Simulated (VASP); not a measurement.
# Ga4BAs3 (P1) in VASP: single point with PBE

Aim: the single point of Ga4BAs3 with PBE.

Everything below comes from runs of VASP 6.6.1. Logs are shortened: lines on timing, memory, paths and dates and some standing lists are left out, and cuts for length are marked.

### Step 1. The cell of the first run

The typed cell holds 8 atoms: a = 5.523 Å, b = 5.540 Å, c = 5.532 Å, α = 90.00°, β = 90.03°, γ = 89.99°.

### Step 2. Single point, PBE

Input file INCAR:

```
SYSTEM = Ga4BAs3
  PREC = Accurate
  ENCUT = 520
  EDIFF = 1E-6
  ISMEAR = 0
  SIGMA = 0.2
  LREAL = .False.
  LASPH = .True.
  NELM = 80
  ALGO = Normal
  ISIF = 2
  LWAVE = .False.
  LCHARG = .True.
  GGA = PE
  LELF = .True.
  LVHAR = .True.
  NBANDS = 45
```

Input file KPOINTS:

```
Automatic mesh
0
Gamma
  4 4 4
  0 0 0
```

Input file POSCAR:

```
Ga4BAs3
1.0
    5.5227742753      0.0006032098     -0.0012449552
    0.0004163271      5.5395850142      0.0000265380
   -0.0011939266      0.0000112179      5.5319220384
Ga B As
4 1 3
Direct
    0.2196587840      0.2200960582      0.2199598721
    0.7803471653      0.7800622295      0.2198253180
    0.7802122361      0.2201132848      0.7801197088
    0.2197326919      0.7799929981      0.7800432123
    1.0000645134     -0.0000581640     -0.0000418594
    0.5000311791     -0.0001431147      0.4999838271
   -0.0000496240      0.4999708485      0.5000083587
    0.5000030542      0.4999658597      0.0001015624
```

Potentials or basis: VASP PAW PBE potentials, release 64 (Ga_d, B, As).

Started as:

```console
cat potpaw_PBE.64/Ga_d/POTCAR potpaw_PBE.64/B/POTCAR potpaw_PBE.64/As/POTCAR > POTCAR
mpirun -np 1 vasp_std > vasp.out
```

OUTCAR:

```text
SYSTEM = Ga4BAs3
   PREC = Accurate
   ENCUT = 520
   EDIFF = 1E-6
   ISMEAR = 0
   LREAL = .False.
   LASPH = .True.
   NELM = 80
   ISIF = 2
   GGA = PE

 ion  position               nearest neighbor table
   1  0.220  0.220  0.220-   5 2.11   7 2.51   8 2.51   6 2.51
   2  0.780  0.780  0.220-   5 2.11   7 2.51   8 2.51   6 2.51
   3  0.780  0.220  0.780-   5 2.11   7 2.51   8 2.51   6 2.51
   4  0.220  0.780  0.780-   5 2.11   7 2.51   8 2.51   6 2.51
   5  0.000  1.000  1.000-   4 2.11   2 2.11   1 2.11   3 2.11
   6  0.500  1.000  0.500-   2 2.51   4 2.51   1 2.51   3 2.51
   7  1.000  0.500  0.500-   1 2.51   2 2.51   4 2.51   3 2.51
   8  0.500  0.500  0.000-   3 2.51   2 2.51   4 2.51   1 2.51

  LATTYP: Found a triclinic cell.
 ALAT       =     5.5227744486
 B/A-ratio  =     1.4150729713
 C/A-ratio  =     1.0030438653
 COS(alpha) =     0.0001351094
 COS(beta)  =     0.0001843761
 COS(gamma) =     0.7063650021

  Lattice vectors:

 A1 = (  -5.5227742753,  -0.0006032098,   0.0012449552)
 A2 = (  -5.5215803487,  -0.0006144277,  -5.5306770832)
 A3 = (  -0.0004163271,  -5.5395850142,  -0.0000265380)

Analysis of symmetry for initial positions (statically):
=====================================================================
 Subroutine PRICEL returns:
 Original cell was already a primitive cell.

 Routine SETGRP: Setting up the symmetry group for a
 triclinic supercell.

 Subroutine GETGRP returns: Found  1 space group operations
 (whereof  1 operations were pure point group operations)
 out of a pool of  2 trial point group operations.

The static configuration has the point symmetry C_1 .

Analysis of symmetry for dynamics (positions and initial velocities):
=====================================================================
 Subroutine PRICEL returns:
 Original cell was already a primitive cell.

 Routine SETGRP: Setting up the symmetry group for a
 triclinic supercell.

 Subroutine GETGRP returns: Found  1 space group operations
 (whereof  1 operations were pure point group operations)
 out of a pool of  2 trial point group operations.

The dynamic configuration has the point symmetry C_1 .

 Subroutine INISYM returns: Found  1 space group operations
 (whereof  1 operations are pure point group operations),
 and found     1 'primitive' translations

----------------------------------------------------------------------------------------

                                     Primitive cell

  volume of cell :     169.2429

  direct lattice vectors                    reciprocal lattice vectors
     5.522774275  0.000603210 -0.001244955     0.181068428 -0.000013608  0.000039079
     0.000416327  5.539585014  0.000026538    -0.000019717  0.180518939 -0.000000370
    -0.001193927  0.000011218  5.531922038     0.000040749 -0.000000869  0.180769006

  length of vectors
     5.522774449  5.539585030  5.531922167     0.181068433  0.180518940  0.180769011

  position of ions in fractional coordinates (direct lattice)
     0.219658784  0.220096058  0.219959872
     0.780347165  0.780062229  0.219825318
     0.780212236  0.220113285  0.780119709
     0.219732692  0.779992998  0.780043212
     0.000064513  0.999941836  0.999958141
     0.500031179  0.999856885  0.499983827
     0.999950376  0.499970848  0.500008359
     0.500003054  0.499965860  0.000101562

  ion indices of the primitive-cell ions
   primitive index   ion index
                 1           1
                 2           2
                 3           3
                 4           4
                 5           5
                 6           6
                 7           7
                 8           8

----------------------------------------------------------------------------------------

 KPOINTS: Automatic mesh

Automatic generation of k-mesh.
 Grid dimensions read from file:
 generate k-points for:    4    4    4

 Generating k-lattice:

  Cartesian coordinates                     Fractional coordinates (reciprocal lattice)
     0.045267107 -0.000003402  0.000009770     0.250000000 -0.000000000  0.000000000
    -0.000004929  0.045129735 -0.000000093    -0.000000000  0.250000000  0.000000000
     0.000010187 -0.000000217  0.045192252    -0.000000000  0.000000000  0.250000000

  Length of vectors
     0.045267108  0.045129735  0.045192253

  Shift w.r.t. Gamma in fractional coordinates (k-lattice)
     0.000000000  0.000000000  0.000000000

 Subroutine IBZKPT returns following result:
 ===========================================

 Found     36 irreducible k-points:

 Following reciprocal coordinates:
            Coordinates               Weight
  0.000000  0.000000  0.000000      1.000000
  0.250000  0.000000 -0.000000      2.000000
  0.500000  0.000000 -0.000000      1.000000
  0.000000  0.250000 -0.000000      2.000000
  0.250000  0.250000 -0.000000      2.000000
  0.500000  0.250000 -0.000000      2.000000
[... 16 lines left out ...]
 -0.000000 -0.250000  0.250000      2.000000
  0.250000 -0.250000  0.250000      2.000000
 [... further k-points ...]
   k-points           NKPTS =     36   k-points in BZ     NKDIM =     36   number of bands    NBANDS=     45
   number of dos      NEDOS =    301   number of ions     NIONS =      8
   total plane-waves  NPLWV =  74088
   dimension x,y,z NGX =    42 NGY =   42 NGZ =   42
   dimension x,y,z NGXF=    84 NGYF=   84 NGZF=   84
   ions per type =               4   1   3
   NGX,Y,Z   is equivalent  to a cutoff of  12.64, 12.60, 12.62 a.u.
   NGXF,Y,Z  is equivalent  to a cutoff of  25.29, 25.21, 25.24 a.u.
 SYSTEM =  Ga4BAs3
   PREC   = accura    normal or accurate (medium, high low for compatibility)
   ISTART =      0    job   : 0-new  1-cont  2-samecut
   ICHARG =      2    charge: 1-file 2-atom 10-const
   ISPIN  =      1    spin polarized calculation?
   LNONCOLLINEAR =      F non collinear calculations
   LSORBIT =      F    spin-orbit coupling
   LASPH  =      T    aspherical Exc in radial PAW
   ENCUT  =  520.0 eV  38.22 Ry    6.18 a.u.  10.27 10.30 10.29*2*pi/ulx,y,z
   NELM   =     80;   NELMIN=  2; NELMDL= -5     # of ELM steps
   EDIFF  = 0.1E-05   stopping-criterion for ELM
   LREAL  =      F    real-space projection
   EDIFFG = 0.1E-04   stopping-criterion for IOM
   NSW    =      0    number of steps for IOM
   IBRION =     -1    ionic relax: 0-MD 1-quasi-New 2-CG
   NFREE  =      0    steps in history (QN), initial steepest desc. (CG)
   ISIF   =      2    stress and relaxation
   ISYM   =      2    0-nonsym 1-usesym 2-fastsym
   POTIM  = 0.5000    time-step for ionic-motion
   TEBEG  =    0.0;   TEEND  =   0.0 temperature during run
   PSTRESS=    0.0 pullay stress
   NELECT =      70.0000    total number of electrons
   NUPDOWN=      -1.0000    fix difference up-down
   EMIN   =  10.00;   EMAX   =-10.00  energy-range for DOS
   EFERMI =   0.00;   METHOD = LEGACY
   ISMEAR =     0;   SIGMA  =   0.20  broadening in eV -4-tet -1-fermi 0-gaus
   EFERMI_NEDOS =   21; number of points for ismear=-14 and -15
   IALGO  =     38    algorithm
   IMIX   =      4    mixing-type and parameters
     AMIX     =   0.40;   BMIX     =  1.00
     AMIX_MAG =   1.60;   BMIX_MAG =  1.00
  volume/ion in A,a.u.               =      21.16       142.76
  Fermi-wavevector in a.u.,A,eV,Ry     =   1.219750  2.304992 20.242597  1.487789
  Thomas-Fermi vector in A             =   2.354991
   LORBIT       =      0    0 simple, 1 ext, 2 COOP (PROOUT), +10 PAW based schemes
   GGA     = PE    functional components
   LHFCALC =     F    Hartree Fock is set to
   AEXX    =    0.0000 exact exchange contribution
   IVDW    =     0    specifies the selected vdW correction
   LEPSILON=     F    determine dielectric tensor
   LRPA    =     F    only Hartree local field effects (RPA)
 non-spin polarized calculation
 Gauss-broadening in eV      SIGMA  =   0.20
  energy-cutoff  :      520.00
  volume of cell :      169.24
 maximum number of plane-waves:      4632
 NGX is ok and might be reduce to    42
   NGX = 21   NGY = 21   NGZ = 21

 number of electron      70.0000094 magnetization

 Free energy of the ion-electron system (eV)
  ---------------------------------------------------
  ext. energy  EPLUGINS =         0.00000000
  ---------------------------------------------------
  free energy    TOTEN  =       -32.39614886 eV

  energy without entropy =      -32.32926305  energy(sigma->0) =      -32.36270596

 E-fermi :   3.1736     XC(G=0):  -9.6968

 val. band max:        3.1541021438   @ k =   0.5000   0.2500   0.5000
 cond. band min:       3.2693417812   @ k =   0.5000   0.5000   0.5000
 fundamental gap:      0.1152396374
 Fermi energy:         3.1736459750

 k-point     1 :       0.0000    0.0000    0.0000
  band No.  band energies     occupation
      1     -11.0464      2.00000
      2     -11.0463      2.00000
      3     -10.9801      2.00000
      4     -10.9422      2.00000
      5     -10.9420      2.00000
      6     -10.9414      2.00000
[... 37 lines left out ...]
     44       8.1834      0.00000
     45       8.1873      0.00000

 k-point     2 :       0.2500    0.0000   -0.0000
  band No.  band energies     occupation
      1     -11.0353      2.00000
      2     -11.0331      2.00000
      3     -10.9764      2.00000
      4     -10.9557      2.00000
      5     -10.9383      2.00000
      6     -10.9380      2.00000
[... 37 lines left out ...]
     44       7.8142      0.00000
     45       9.1063      0.00000

 k-point     3 :       0.5000    0.0000   -0.0000
  band No.  band energies     occupation
      1     -11.0171      2.00000
      2     -11.0148      2.00000
      3     -10.9821      2.00000
      4     -10.9672      2.00000
      5     -10.9341      2.00000
      6     -10.9332      2.00000
[... 997 lines left out ...]
     44       8.6227      0.00000
     45       8.9049      0.00000

 k-point    24 :       0.2500   -0.2500    0.2500
  band No.  band energies     occupation
      1     -11.0184      2.00000
      2     -11.0183      2.00000
      3     -10.9800      2.00000
      4     -10.9642      2.00000
      5     -10.9392      2.00000
      6     -10.9389      2.00000
[... 37 lines left out ...]
     44       8.9526      0.00000
     45       9.0803      0.00000

 [... further k-points ...]

------------------------ aborting loop because EDIFF is reached ----------------------------------------

  FORCE on cell =-STRESS in cart. coord.  units (eV):
  Direction    XX          YY          ZZ          XY          YZ          ZX
  --------------------------------------------------------------------------------------
  -------------------------------------------------------------------------------------
  Total        0.1811262      0.1142016      0.1457783     -0.0076109      0.0022745      0.0091015
  in kB        1.7146727      1.0811154      1.3800440     -0.0720506      0.0215325      0.0861613
  external PRESSURE =       1.3919440 kB  Pullay stress =       0.0000000 kB

 VOLUME and BASIS-vectors are now :
 -----------------------------------------------------------------------------
  energy-cutoff  :      520.00
  volume of cell :      169.24
      direct lattice vectors                 reciprocal lattice vectors
     5.522774275  0.000603210 -0.001244955     0.181068428 -0.000013608  0.000039079
     0.000416327  5.539585014  0.000026538    -0.000019717  0.180518939 -0.000000370
    -0.001193927  0.000011218  5.531922038     0.000040749 -0.000000869  0.180769006

 POSITION                                       TOTAL-FORCE (eV/Angst)
 -----------------------------------------------------------------------------------
      1.21295      1.21938      1.21653        -0.003754     -0.007402     -0.007960
      4.30974      4.32169      1.21511         0.004516      0.005729     -0.006103
      4.30810      1.21982      4.31460         0.006382     -0.007681      0.005511
      1.21293      4.32098      4.31489        -0.004538      0.005928      0.006631
     -0.00042      5.53927      5.53172        -0.000835      0.001867      0.000431
      2.76138      5.53910      2.76528        -0.000414      0.001473      0.000688
      5.52211      2.77024      2.76478         0.000001     -0.000091      0.001256
      2.76161      2.76990     -0.00005        -0.001357      0.000177     -0.000453
 -----------------------------------------------------------------------------------
    total drift:                                0.000051      0.000023      0.000042

  FREE ENERGIE OF THE ION-ELECTRON SYSTEM (eV)
  ---------------------------------------------------
  free  energy   TOTEN  =       -32.3961488614 eV

  energy  without entropy=      -32.3292630520  energy(sigma->0) =      -32.36270596
```

Run time: 6.8 min. Hardware: 1 thread of Intel Xeon Platinum 8488C (Sapphire Rapids), shared host; peak memory 0.39 GiB.

What came out:

- Free energy: -32.3961 eV
- Pressure: 0.1 GPa
- Largest force: 0.011 eV/Å
- Band gap on the k mesh: zero (bands 35 and 36 overlap by 1.63 eV)

Forces on the atoms (eV/Å):
```
Ga  -0.004 -0.007 -0.008
Ga   0.005  0.006 -0.006
Ga   0.006 -0.008  0.006
Ga  -0.005  0.006  0.007
B   -0.001  0.002  0.000
As   0.000  0.001  0.001
As   0.000  0.000  0.001
As  -0.001  0.000  0.000
```

Levels at points of the mesh, in eV from the Fermi level:
```csv
k point,band 31,band 32,band 33,band 34,band 35,band 36,band 37,band 38,band 39,band 40
"(0.00, 0.00, 0.00)",-1.44,-1.43,-1.42,1.06,1.07,1.07,1.74,1.75,2.28,2.56
"(0.50, 0.00, 0.00)",-2.54,-2.10,-0.72,-0.72,-0.56,-0.56,2.79,3.06,4.09,4.37
"(0.00, 0.50, 0.00)",-2.55,-2.11,-0.70,-0.70,-0.55,-0.54,2.81,3.08,4.09,4.36
"(0.50, 0.50, 0.00)",-2.25,-2.13,-0.55,-0.08,-0.08,0.12,3.69,3.83,3.90,3.91
"(0.00, 0.00, 0.50)",-2.55,-2.11,-0.71,-0.71,-0.56,-0.55,2.80,3.07,4.09,4.36
"(0.50, 0.00, 0.50)",-2.25,-2.14,-0.54,-0.07,-0.07,0.13,3.70,3.84,3.91,3.92
"(0.00, 0.50, 0.50)",-2.24,-2.11,-0.56,-0.09,-0.09,0.11,3.67,3.82,3.89,3.90
"(0.50, 0.50, 0.50)",-0.39,0.10,0.11,0.12,0.18,0.20,2.08,2.08,2.08,2.88
```
